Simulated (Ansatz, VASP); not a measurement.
# B2N3O: VASP beside Ansatz

File INCAR:

```
PREC     = Accurate       # precision mode
ENCUT    = 520            # plane-wave cutoff, eV
EDIFF    = 1E-6           # SCF threshold, eV
ISMEAR   = 0              # smearing method
SIGMA    = 0.1            # smearing width, eV
LREAL    = False          # projectors in reciprocal space
LASPH    = True           # aspherical terms in the spheres
NELM     = 150            # most SCF steps
ALGO     = Normal         # electronic algorithm
ISIF     = 2              # what is computed and relaxed
LWAVE    = False          # write WAVECAR
LCHARG   = True           # write CHGCAR
ISPIN    = 2              # spin polarisation
MAGMOM   = 0 0 1 1 1 1    # initial moments
LORBIT   = 11             # projections on sites
GGA      = PE             # functional
LELF     = True           # ELF
LVHAR    = True         
NBANDS   = 26             # bands
```

The input KPOINTS:

```
Automatic mesh
0
Gamma
  6 6 2
```

Contents of POSCAR:

```
B2N3O
1.0
    2.6306889948      0.0000000000      0.0000000000
    0.0000000000      2.6306889948      0.0000000000
    0.0000000000      0.0000000000     10.2864503973
B N O
2 3 1
Direct
    0.0000000000      0.0000000000      0.3140488919
    0.0000000000      0.0000000000      0.6859511081
    0.0000000000      0.5000000000      0.6804670396
    0.5000000000      0.0000000000      0.3195329604
    0.0000000000      0.0000000000      0.0000000000
    0.5000000000      0.5000000000      0.0000000000
```

Input for Ansatz:

```yaml
crystal:
  lattice:
    - [2.6306889948, 0.0, 0.0]
    - [0.0, 2.6306889948, 0.0]
    - [0.0, 0.0, 10.2864503973]
  atoms:
    - { symbol: B, position: [0.0, 0.0, 0.3140488919] }
    - { symbol: B, position: [0.0, 0.0, 0.6859511081] }
    - { symbol: "N", position: [0.0, 0.5, 0.6804670396], spin: 1.0 }
    - { symbol: "N", position: [0.5, 0.0, 0.3195329604], spin: 1.0 }
    - { symbol: "N", position: [0.0, 0.0, 0.0], spin: 1.0 }
    - { symbol: O, position: [0.5, 0.5, 0.0], spin: 1.0 }
basis:
  ecutwfc: 420
kpoints:
  mp_grid: { grid: [6, 6, 2] }
hamiltonian:
  xc: pbe
scf:
  occupations: { method: gaussian, width: 0.1 }
  lower_state_search: "off"
output:
  forces: true
  stress: true
  eigenvalues: true
  populations: true
magnetization:
  spin_polarized: true
```

Alike in both runs: task single point; functional PBE; k mesh 6 × 6 × 2; occupations gaussian, width 0.1 eV; collinear spin.

|  | VASP | Ansatz |
| --- | --- | --- |
| version | VASP 6.6.1 | Ansatz 0.2.0 |
| potentials or method | VASP PAW PBE potentials, release 64 (B, N, O), cutoff 520 eV | scalar-relativistic, plane waves, PAW |
| valence electrons in the cell | 27 | 27 |

```tsv
	VASP	Ansatz	Ansatz less VASP
gap on the k mesh at the Fermi level (eV)	none	none	-
pressure (GPa)	0.6	0.9	+0.30
traceless stress, the component that is largest in VASP (GPa)	-0.12	-0.26	-0.143
rms of the force components (eV/Å)	0.038	0.034	-0.0043
net moment per atom (μB)	0.10	0.10	-0.001
size of the moment on the site where the two differ most (μB)	0.44	0.45	+0.013
```

Site moments also hang on the region over which each program counts them. Atom by atom the forces differ by 0.004 eV/Å (rms over components). A gap of «none» marks a metal or a gap that the smearing closes.

The k mesh is coarse, so the values compare programs but aren't converged.
